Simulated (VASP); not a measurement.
Input of a VASP 6.6.1 run:

The input INCAR:

```
SYSTEM = AgCl
ALGO = Normal
EDIFF = 1E-7
ENCUT = 520
GGA = PE
ISIF = 2
ISMEAR = 0
LASPH = .True.
LCHARG = .False.
LREAL = .False.
LWAVE = .False.
NBANDS = 26
NELM = 80
PREC = Accurate
SIGMA = 0.02
```

Contents of KPOINTS:

```
k-points
0
Gamma
  8 8 6
  0 0 0
```

POSCAR

```
AgCl
1.0
    3.8096223931      0.0000000000      0.1570751600
    0.0000000000      3.9484454389      0.0000000000
   -0.3098602317      0.0000000000      5.6728849772
Ag Cl
2 2
Direct
    0.1804811674      0.2500000000      0.2467656621
    0.8195188326      0.7500000000      0.7532343379
    0.7854717237      0.7500000000      0.2539683156
    0.2145282763      0.2500000000      0.7460316844
```

Potentials or basis: VASP PAW PBE potentials, release 64 (Ag, Cl).

Launch:

```console
$ cat potpaw_PBE.64/Ag/POTCAR potpaw_PBE.64/Cl/POTCAR > POTCAR
$ mpirun -np 1 vasp_std > vasp.out
```

Q: Predict the largest force.

A: 0.847 eV/Å.

Q: What does it give for the band gap on the k mesh?

A: 0.68 eV, indirect (least direct gap 2.10 eV).

Q: Predict the pressure.

A: 4.8 GPa.

Stress tensor (GPa, compression positive):
```
4.13 0.00 0.04
0.00 8.12 0.00
0.04 0.00 2.25
```

Caveat: the cell differs from its parent crystal (strained). A k mesh can miss the band edges.
